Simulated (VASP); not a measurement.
# BaPb4 (P6/mmm) in VASP: notebook

Runs on BaPb4. Level: PBE. Tasks: relaxation of cell and atoms, single point.

All numbers are computed with VASP 6.6.1; they aren't measurements. Logs are shortened: lines on timing, memory, paths and dates and some standing lists are left out, and cuts for length are marked.

### 1 The cell of the first run

The structure is hexagonal, space group P6/mmm (No. 191). The conventional cell has a = 5.560 Å, b = 5.560 Å, c = 7.268 Å, α = 90.00°, β = 90.00°, γ = 120.00°. Within 5.0 Å of Ba (site symmetry 6/mmm) lie 12 Pb at 3.82 Å. Within 4.2 Å of Pb (site symmetry 3m) lie 5 Pb at 3.12 to 4.15 Å and 3 Ba at 3.82 Å.

The cell was built from a structure type or drawn by symmetry, and may not be a known phase.

### 2 Relaxation of cell and atoms, PBE

INCAR

```
ALGO = Fast
EDIFF = 1E-6
EDIFFG = -0.04
ENCUT = 600
GGA = PE
IBRION = 2
ISIF = 3
ISMEAR = 0
LASPH = T
LCHARG = F
LREAL = F
LWAVE = F
NELM = 80
NSW = 90
PREC = Accurate
SIGMA = 0.1
```

KPOINTS

```
k-points
0
Gamma
  6 6 4
```

POSCAR

```
BaPb4
1.0
    5.5601386595      0.0000000000      0.0000000000
   -2.7800693297      4.8152213277      0.0000000000
    0.0000000000      0.0000000000      7.2676506547
Ba Pb
1 4
Direct
    0.0000000000      0.0000000000      0.0000000000
    0.3333333333      0.6666666667      0.2852503986
    0.6666666667      0.3333333333      0.2852503986
    0.6666666667      0.3333333333      0.7147496014
    0.3333333333      0.6666666667      0.7147496014
```

Potentials or basis: VASP PAW PBE potentials, release 64 (Ba_sv, Pb_d).

On the command line:

```
cat potpaw_PBE.64/Ba_sv/POTCAR potpaw_PBE.64/Pb_d/POTCAR > POTCAR
mpirun -np 1 vasp_std > vasp.out
```

OUTCAR:

```text
EDIFF = 1E-6
   EDIFFG = -0.04
   ENCUT = 600
   GGA = PE
   IBRION = 2
   ISIF = 3
   ISMEAR = 0
   LASPH = T
   LREAL = F
   NELM = 80
   NSW = 90
   PREC = Accurate

 ion  position               nearest neighbor table
   1  0.000  0.000  0.000-   2 3.82   3 3.82   4 3.82   5 3.82   2 3.82   5 3.82   3 3.82   4 3.82
                             3 3.82   4 3.82   2 3.82   5 3.82
   2  0.333  0.667  0.285-   5 3.12   3 3.21   3 3.21   3 3.21   1 3.82   1 3.82   1 3.82
   3  0.667  0.333  0.285-   4 3.12   2 3.21   2 3.21   2 3.21   1 3.82   1 3.82   1 3.82
   4  0.667  0.333  0.715-   3 3.12   5 3.21   5 3.21   5 3.21   1 3.82   1 3.82   1 3.82
   5  0.333  0.667  0.715-   2 3.12   4 3.21   4 3.21   4 3.21   1 3.82   1 3.82   1 3.82

  LATTYP: Found a hexagonal cell.
 ALAT       =     5.5601386595
 C/A-ratio  =     1.3070988153

  Lattice vectors:

 A1 = (   5.5601386595,   0.0000000000,   0.0000000000)
 A2 = (  -2.7800693297,   4.8152213277,   0.0000000000)
 A3 = (   0.0000000000,   0.0000000000,   7.2676506547)

Analysis of symmetry for initial positions (statically):
=====================================================================
 Subroutine PRICEL returns:
 Original cell was already a primitive cell.

 Routine SETGRP: Setting up the symmetry group for a
 hexagonal supercell.

 Subroutine GETGRP returns: Found 24 space group operations
 (whereof 24 operations were pure point group operations)
 out of a pool of 24 trial point group operations.

The static configuration has the point symmetry D_6h.

Analysis of symmetry for dynamics (positions and initial velocities):
=====================================================================
 Subroutine PRICEL returns:
 Original cell was already a primitive cell.

 Routine SETGRP: Setting up the symmetry group for a
 hexagonal supercell.

 Subroutine GETGRP returns: Found 24 space group operations
 (whereof 24 operations were pure point group operations)
 out of a pool of 24 trial point group operations.

The dynamic configuration has the point symmetry D_6h.

 Subroutine INISYM returns: Found 24 space group operations
 (whereof 24 operations are pure point group operations),
 and found     1 'primitive' translations

----------------------------------------------------------------------------------------

                                     Primitive cell

  volume of cell :     194.5790

  direct lattice vectors                    reciprocal lattice vectors
     5.560138659  0.000000000  0.000000000     0.179851630  0.103837387  0.000000000
    -2.780069330  4.815221328  0.000000000     0.000000000  0.207674774  0.000000000
     0.000000000  0.000000000  7.267650655     0.000000000  0.000000000  0.137596047

  length of vectors
     5.560138659  5.560138659  7.267650655     0.207674774  0.207674774  0.137596047

  position of ions in fractional coordinates (direct lattice)
     0.000000000  0.000000000  0.000000000
     0.333333333  0.666666667  0.285250399
     0.666666667  0.333333333  0.285250399
     0.666666667  0.333333333  0.714749601
     0.333333333  0.666666667  0.714749601

  ion indices of the primitive-cell ions
   primitive index   ion index
                 1           1
                 2           2
                 3           3
                 4           4
                 5           5

----------------------------------------------------------------------------------------

 KPOINTS: k-points

Automatic generation of k-mesh.
 Grid dimensions read from file:
 generate k-points for:    6    6    4

 Generating k-lattice:

  Cartesian coordinates                     Fractional coordinates (reciprocal lattice)
     0.029975272  0.017306231  0.000000000     0.166666667 -0.000000000  0.000000000
     0.000000000  0.034612462  0.000000000     0.000000000  0.166666667  0.000000000
     0.000000000  0.000000000  0.034399012     0.000000000  0.000000000  0.250000000

  Length of vectors
     0.034612462  0.034612462  0.034399012

  Shift w.r.t. Gamma in fractional coordinates (k-lattice)
     0.000000000  0.000000000  0.000000000

 Subroutine IBZKPT returns following result:
 ===========================================

 Found     21 irreducible k-points:

 Following reciprocal coordinates:
            Coordinates               Weight
  0.000000  0.000000  0.000000      1.000000
  0.166667  0.000000  0.000000      6.000000
  0.333333  0.000000  0.000000      6.000000
  0.500000  0.000000  0.000000      3.000000
  0.166667  0.166667  0.000000      6.000000
  0.333333  0.166667  0.000000     12.000000
[... 13 lines left out ...]
  0.333333  0.166667  0.500000     12.000000
  0.333333  0.333333  0.500000      2.000000
   k-points           NKPTS =     21   k-points in BZ     NKDIM =     21   number of bands    NBANDS=     39
   number of dos      NEDOS =    301   number of ions     NIONS =      5
   total plane-waves  NPLWV = 138240
   dimension x,y,z NGX =    48 NGY =   48 NGZ =   60
   dimension x,y,z NGXF=    96 NGYF=   96 NGZF=  120
   ions per type =               1   4
   NGX,Y,Z   is equivalent  to a cutoff of  14.35, 14.35, 13.72 a.u.
   NGXF,Y,Z  is equivalent  to a cutoff of  28.70, 28.70, 27.45 a.u.
 SYSTEM =  unknown system
   PREC   = accura    normal or accurate (medium, high low for compatibility)
   ISTART =      0    job   : 0-new  1-cont  2-samecut
   ICHARG =      2    charge: 1-file 2-atom 10-const
   ISPIN  =      1    spin polarized calculation?
   LNONCOLLINEAR =      F non collinear calculations
   LSORBIT =      F    spin-orbit coupling
   LASPH  =      T    aspherical Exc in radial PAW
   ENCUT  =  600.0 eV  44.10 Ry    6.64 a.u.  11.10 11.10 14.52*2*pi/ulx,y,z
   NELM   =     80;   NELMIN=  2; NELMDL= -5     # of ELM steps
   EDIFF  = 0.1E-05   stopping-criterion for ELM
   LREAL  =      F    real-space projection
   EDIFFG = -.4E-01   stopping-criterion for IOM
   NSW    =     90    number of steps for IOM
   IBRION =      2    ionic relax: 0-MD 1-quasi-New 2-CG
   NFREE  =      1    steps in history (QN), initial steepest desc. (CG)
   ISIF   =      3    stress and relaxation
   ISYM   =      2    0-nonsym 1-usesym 2-fastsym
   POTIM  = 0.5000    time-step for ionic-motion
   TEBEG  =    0.0;   TEEND  =   0.0 temperature during run
   PSTRESS=    0.0 pullay stress
   NELECT =      66.0000    total number of electrons
   NUPDOWN=      -1.0000    fix difference up-down
   EMIN   =  10.00;   EMAX   =-10.00  energy-range for DOS
   EFERMI =   0.00;   METHOD = LEGACY
   ISMEAR =     0;   SIGMA  =   0.10  broadening in eV -4-tet -1-fermi 0-gaus
   EFERMI_NEDOS =   21; number of points for ismear=-14 and -15
   IALGO  =     68    algorithm
   IMIX   =      4    mixing-type and parameters
     AMIX     =   0.40;   BMIX     =  1.00
     AMIX_MAG =   1.60;   BMIX_MAG =  1.00
  volume/ion in A,a.u.               =      38.92       262.62
  Fermi-wavevector in a.u.,A,eV,Ry     =   1.141714  2.157527 17.735356  1.303512
  Thomas-Fermi vector in A             =   2.278414
   LORBIT       =      0    0 simple, 1 ext, 2 COOP (PROOUT), +10 PAW based schemes
   GGA     = PE    functional components
   LHFCALC =     F    Hartree Fock is set to
   AEXX    =    0.0000 exact exchange contribution
   IVDW    =     0    specifies the selected vdW correction
   LEPSILON=     F    determine dielectric tensor
   LRPA    =     F    only Hartree local field effects (RPA)
 conjugate gradient relaxation of ions
 non-spin polarized calculation
 RMM-DIIS sequential band-by-band and
 Gauss-broadening in eV      SIGMA  =   0.10
  energy-cutoff  :      600.00
  volume of cell :      194.58
 maximum number of plane-waves:      6519
 NGX is ok and might be reduce to    48
   NGX = 23   NGY = 23   NGZ = 29

--------------------------------------- Ionic step        1  -------------------------------------------

 number of electron      66.0000000 magnetization

 Free energy of the ion-electron system (eV)
  ---------------------------------------------------
  ext. energy  EPLUGINS =         0.00000000
  ---------------------------------------------------
  free energy    TOTEN  =       -17.12746637 eV

  energy without entropy =      -17.11596358  energy(sigma->0) =      -17.12171497

------------------------ aborting loop because EDIFF is reached ----------------------------------------

  FORCE on cell =-STRESS in cart. coord.  units (eV):
  Direction    XX          YY          ZZ          XY          YZ          ZX
  --------------------------------------------------------------------------------------
  -------------------------------------------------------------------------------------
  Total        0.2263159      0.2263159     -0.8434779      0.0000000      0.0000000     -0.0000000
  in kB        1.8635011      1.8635011     -6.9452578      0.0000000      0.0000000     -0.0000000
  external PRESSURE =      -1.0727519 kB  Pullay stress =       0.0000000 kB

 VOLUME and BASIS-vectors are now :
 -----------------------------------------------------------------------------
  energy-cutoff  :      600.00
  volume of cell :      194.58
      direct lattice vectors                 reciprocal lattice vectors
     5.560138659  0.000000000  0.000000000     0.179851630  0.103837387  0.000000000
    -2.780069330  4.815221328  0.000000000     0.000000000  0.207674774  0.000000000
     0.000000000  0.000000000  7.267650655     0.000000000  0.000000000  0.137596047

 POSITION                                       TOTAL-FORCE (eV/Angst)
 -----------------------------------------------------------------------------------
      0.00000      0.00000      0.00000        -0.000000      0.000000     -0.000000
     -0.00000      3.21015      2.07310        -0.000000      0.000000      0.000486
      2.78007      1.60507      2.07310         0.000000     -0.000000      0.000486
      2.78007      1.60507      5.19455         0.000000     -0.000000     -0.000486
     -0.00000      3.21015      5.19455        -0.000000      0.000000     -0.000486
 -----------------------------------------------------------------------------------
    total drift:                               -0.000000      0.000000      0.000000

  FREE ENERGIE OF THE ION-ELECTRON SYSTEM (eV)
  ---------------------------------------------------
  free  energy   TOTEN  =       -17.1274663682 eV
[... 143 lines left out ...]
 POSITION                                       TOTAL-FORCE (eV/Angst)
 -----------------------------------------------------------------------------------
     -0.00000      0.00000     -0.00000         0.000000      0.000000      0.000000
     -0.00000      3.22435      2.03422        -0.000000     -0.000000     -0.048032
      2.79237      1.61218      2.03422        -0.000000     -0.000000     -0.048032
      2.79237      1.61218      5.13206         0.000000      0.000000      0.048032
     -0.00000      3.22435      5.13206         0.000000      0.000000      0.048032
 -----------------------------------------------------------------------------------
    total drift:                               -0.000000      0.000000     -0.000000

  FREE ENERGIE OF THE ION-ELECTRON SYSTEM (eV)
  ---------------------------------------------------
  free  energy   TOTEN  =       -17.1354338360 eV

  energy  without entropy=      -17.1240301003  energy(sigma->0) =      -17.12973197

--------------------------------------- Ionic step        6  -------------------------------------------

 number of electron      65.9999996 magnetization

 Free energy of the ion-electron system (eV)
  ---------------------------------------------------
  ext. energy  EPLUGINS =         0.00000000
  ---------------------------------------------------
  free energy    TOTEN  =       -17.13660272 eV

  energy without entropy =      -17.12495645  energy(sigma->0) =      -17.13077958

 E-fermi :   4.5802     XC(G=0):  -8.8924

 val. band max:        4.5547508722   @ k =   0.3333   0.0000   0.2500
 cond. band min:       4.5981411503   @ k =   0.1667   0.1667   0.0000
 fundamental gap:      0.0433902781
 Fermi energy:         4.5801532879

 k-point     1 :       0.0000    0.0000    0.0000
  band No.  band energies     occupation
      1     -23.9340      2.00000
      2     -12.4281      2.00000
      3     -12.2664      2.00000
      4     -12.2664      2.00000
      5     -12.2459      2.00000
      6     -12.2287      2.00000
[... 31 lines left out ...]
     38       6.0317      0.00000
     39       6.6373      0.00000
[... 851 lines left out ...]
 VOLUME and BASIS-vectors are now :
 -----------------------------------------------------------------------------
  energy-cutoff  :      600.00
  volume of cell :      193.51
      direct lattice vectors                 reciprocal lattice vectors
     5.594458885  0.000000000  0.000000000     0.178748297  0.103200378 -0.000000000
    -2.797229443  4.844943515 -0.000000000    -0.000000000  0.206400755 -0.000000000
     0.000000000  0.000000000  7.139229179    -0.000000000  0.000000000  0.140071144

 POSITION                                       TOTAL-FORCE (eV/Angst)
 -----------------------------------------------------------------------------------
      5.59446      0.00000      7.13923        -0.000000     -0.000000      0.000000
     -0.00000      3.22996      2.01559        -0.000000     -0.000000     -0.007559
      2.79723      1.61498      2.01559        -0.000000     -0.000000     -0.007559
      2.79723      1.61498      5.12364         0.000000      0.000000      0.007559
     -0.00000      3.22996      5.12364         0.000000      0.000000      0.007559
 -----------------------------------------------------------------------------------
    total drift:                               -0.000000      0.000000     -0.000000

  FREE ENERGIE OF THE ION-ELECTRON SYSTEM (eV)
  ---------------------------------------------------
  free  energy   TOTEN  =       -17.1366027195 eV

  energy  without entropy=      -17.1249564492  energy(sigma->0) =      -17.13077958

 reached required accuracy - stopping structural energy minimisation
```

Wall time 6.9 min (1 thread of Intel Xeon 6975P-C (Granite Rapids), shared host); peak memory 0.48 GiB.

What came out:

* Free energy: -17.1366 eV
* Relaxed volume: 38.70 Å³/atom
* Relaxed cell: a = 5.594 Å, b = 5.594 Å, c = 7.139 Å, α = 90.00°, β = 90.00°, γ = 120.00°
* Space group after relaxing (to 0.1 Å): P6/mmm (No. 191)
* Energy gained by relaxing: 1.8 meV/atom
* Ionic steps: 6
* Pressure after relaxing: -0.1 GPa
* Largest force after relaxing: 0.008 eV/Å
* Band gap on the k mesh: zero (bands 33 and 34 overlap by 1.47 eV)

Forces on the atoms (eV/Å):
```
Ba   0.000  0.000  0.000
Pb   0.000  0.000 -0.008
Pb   0.000  0.000 -0.008
Pb   0.000  0.000  0.008
Pb   0.000  0.000  0.008
```

Step by step:
| step | energy change (eV) | largest force (eV/Å) | pressure (GPa) | volume (Å³) |
| --- | --- | --- | --- | --- |
| 1 | 0.0000 | 0.0005 | -0.11 | 194.58 |
| 2 | -0.0049 | 0.0670 | -0.01 | 193.84 |
| 3 | -0.0052 | 0.0886 | 0.02 | 193.62 |
| 4 | -0.0066 | 0.0678 | 0.00 | 193.59 |
| 5 | -0.0080 | 0.0480 | -0.03 | 193.57 |
| 6 | -0.0091 | 0.0076 | -0.08 | 193.51 |

Final structure:
```
Ba Pb
1.0
     5.59446    0.00000    0.00000
    -2.79723    4.84494    0.00000
     0.00000    0.00000    7.13923
Ba Pb
1 4
Direct
  0.00000 0.00000 0.00000
  0.33333 0.66667 0.28233
  0.66667 0.33333 0.28233
  0.66667 0.33333 0.71767
  0.33333 0.66667 0.71767
```

Levels at points of the mesh, in eV from the Fermi level:
```
           k point  band 31  band 32  band 33  band 34  band 35  band 36
(0.00, 0.00, 0.00)    -2.04    -0.18    -0.18     0.24     1.05     1.05
(0.50, 0.00, 0.00)    -1.77    -1.57    -1.45     0.57     2.09     2.52
(0.00, 0.00, 0.50)    -1.28    -1.28    -1.21    -0.61     0.50     0.50
(0.50, 0.00, 0.50)    -0.91    -0.71    -0.61     0.63     0.87     1.03
```

Caveat: spin-orbit coupling is left out, which moves the levels of the heavy elements.

### 3 Single point, PBE

This run uses another cell than the first one, of 38.28 Å³/atom.

INCAR

```
SYSTEM = BaPb4
PREC = Accurate ; ENCUT = 520
EDIFF = 1E-7 ; ISMEAR = 0
SIGMA = 0.1 ; LREAL = .False.
LASPH = .True. ; NELM = 100
ALGO = Fast ; ISIF = 2
LWAVE = .False. ; LCHARG = .False.
GGA = PE ; NBANDS = 41
```

KPOINTS

```
regular mesh
0
Gamma
  12 12 6
  0 0 0
```

POSCAR

```
BaPb4
1.0
    5.5957018820      0.0000000000      0.0000000000
   -2.7978509410      4.8460199818      0.0000000000
    0.0000000000      0.0000000000      7.0582094647
Ba Pb
1 4
Direct
    0.0000000000      0.0000000000      0.0000000000
    0.3333333333      0.6666666667      0.2776581591
    0.6666666667      0.3333333333      0.2776581591
    0.6666666667      0.3333333333      0.7223418409
    0.3333333333      0.6666666667      0.7223418409
```

Potentials or basis: VASP PAW PBE potentials, release 64 (Ba_sv, Pb_d).

On the command line:

```
cat potpaw_PBE.64/Ba_sv/POTCAR potpaw_PBE.64/Pb_d/POTCAR > POTCAR
mpirun -np 1 vasp_std > vasp.out
```

Wall time 6.5 min (1 thread of Intel Xeon 6975P-C (Granite Rapids), shared host); peak memory 0.63 GiB.

The run converged. Its results:

```
Free energy            : -17.1090 eV
Pressure               : 0.1 GPa
Largest force          : 0.017 eV/Å
Band gap on the k mesh : zero (bands 33 and 34 overlap by 1.47 eV)
```

Forces on the atoms (eV/Å):
```
Ba   0.000  0.000  0.000
Pb   0.000  0.000  0.017
Pb   0.000  0.000  0.017
Pb   0.000  0.000 -0.017
Pb   0.000  0.000 -0.017
```

Levels at points of the mesh, in eV from the Fermi level:
```csv
k point,band 31,band 32,band 33,band 34,band 35,band 36
"(0.00, 0.00, 0.00)",-2.07,-0.16,-0.16,0.18,1.05,1.05
"(0.50, 0.00, 0.00)",-1.78,-1.58,-1.44,0.62,2.04,2.50
"(0.00, 0.00, 0.50)",-1.33,-1.33,-1.07,-0.62,0.50,0.50
"(0.50, 0.00, 0.50)",-0.84,-0.63,-0.57,0.77,0.89,1.00
```

Caveat: spin-orbit coupling is left out, which moves the levels of the heavy elements.
